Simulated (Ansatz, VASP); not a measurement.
Cu: VASP beside Ansatz

The input INCAR:

```
SYSTEM = Cu
ALGO = Normal ; EDIFF = 1E-6
ENCUT = 520 ; GGA = PE
ISIF = 2 ; ISMEAR = -1
LASPH = .True. ; LCHARG = .False.
LREAL = .False. ; LWAVE = .False.
NBANDS = 12 ; NELM = 100
PREC = Accurate ; SIGMA = 0.05
```

The input KPOINTS:

```
k-points
0
Gamma
  18 18 18
  0 0 0
```

The input POSCAR:

```
Cu
1.0
    0.0000000000      1.5724849656      1.5724849656
    1.5724849656      0.0000000000      1.5724849656
    1.5724849656      1.5724849656      0.0000000000
Cu
1
Direct
    0.0000000000      0.0000000000      0.0000000000
```

Input for Ansatz:

```yaml
crystal:
  lattice:
    - [0.0, 1.5724849656, 1.5724849656]
    - [1.5724849656, 0.0, 1.5724849656]
    - [1.5724849656, 1.5724849656, 0.0]
  atoms:
    - { symbol: Cu, position: [0.0, 0.0, 0.0] }
kpoints:
  mp_grid: { grid: [18, 18, 18] }
  band_path:
    path:
      - [0.0, 0.0, 0.0]
      - [0.5, 0.0, 0.5]
      - [0.625, 0.25, 0.625]
      - [0.375, 0.375, 0.75]
      - [0.0, 0.0, 0.0]
      - [0.5, 0.5, 0.5]
      - [0.5, 0.25, 0.75]
      - [0.5, 0.0, 0.5]
    npoints: 8
scf:
  occupations: { method: fermi_dirac, width: 0.05 }
hamiltonian:
  xc: pbe
  pseudopotentials: { kind: all_electron, lapw: { basis_error: 0.001 } }
output:
  forces: true
  stress: true
  eigenvalues: true
  populations: true
  dos: { projected: true, de: 0.2, e_range: [-14, 8] }
```

Change from the starting cell: volume scaled by 0.65, LAPW.

Alike in both runs: task single point; functional PBE; k mesh 18 × 18 × 18; occupations fermi-dirac, width 0.05 eV; no spin polarisation.

|  | VASP | Ansatz |
| --- | --- | --- |
| version | VASP 6.6.1 | Ansatz 0.2.0 |
| potentials or method | VASP PAW PBE potentials, release 64 (Cu), cutoff 520 eV | all-electron LAPW, scalar-relativistic |

```tsv
	VASP	Ansatz	Ansatz less VASP
pressure (GPa)	177.3	176.5	-0.83
```

Both programs put the cell under a high pressure, so it lies far from rest at this level. Ansatz ran all-electron here, and VASP with PAW potentials.

Noted on VASP's run: the cell as given lies far from equilibrium.
